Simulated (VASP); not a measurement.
Runs of VASP 6.6.1 on TlCl. The structure is that of space group Pm-3m (No. 221), or close to it. The cells are those of the table. 

```csv
spin,cell,k mesh,pressure (GPa),moment (μB)
off,"a = 3.834 Å, 2 atoms",10 × 10 × 10,1.2,-
"non-collinear, zero start, SOC","a = 3.834 Å, 2 atoms",6 × 6 × 6,1.1,0.00
"non-collinear, zero start, SOC","a = 3.782 Å, 2 atoms",6 × 6 × 6,(a),0.00
"non-collinear, zero start, SOC","a = 3.897 Å, 2 atoms",6 × 6 × 6,-0.1,0.00
"non-collinear, zero start, SOC","a = 3.834 Å, 2 atoms",8 × 8 × 8,1.1,0.00
```

Alike in all rows: task single point; level PBE; potentials or basis VASP PAW PBE potentials, release 64 (Tl_d, Cl); cutoff (eV) 500; smearing gaussian 0.05 eV.

Question: Fill in the values left out.

Answer: (a) 2.3.
